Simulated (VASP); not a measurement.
Input of a VASP 6.6.1 run:

INCAR

```
SYSTEM = Yb
PREC = Accurate ; ENCUT = 520
EDIFF = 1E-6 ; ISMEAR = -1
SIGMA = 0.08 ; LREAL = .False.
LASPH = .True. ; NELM = 100
ALGO = Normal ; ISIF = 2
LWAVE = .False. ; LCHARG = .False.
GGA = PE ; NBANDS = 18
```

The input KPOINTS:

```
Automatic mesh
0
Gamma
  14 14 14
  0 0 0
```

File POSCAR:

```
Yb
1.0
    0.0000000000      2.2026964183      2.2026964183
    2.2026964183      0.0000000000      2.2026964183
    2.2026964183      2.2026964183      0.0000000000
Yb
1
Direct
    0.0000000000      0.0000000000      0.0000000000
```

Potentials or basis: VASP PAW PBE potentials, release 64 (Yb).

Run with:

```sh
$ cat potpaw_PBE.64/Yb/POTCAR > POTCAR
$ mpirun -np 1 vasp_std > vasp.out
```

Problem. What does it give for the band gap on the k mesh?

Solution. Zero (band 12 reaches 3.70 eV, above the bottom of band 13 at 2.93 eV).

Problem. Estimate the pressure.

Solution. 23.2 GPa.

Caveat: spin-orbit coupling is left out, which moves the levels of the heavy elements. Spin polarisation is off, so any magnetic state and its effect on volume and gap are missing.
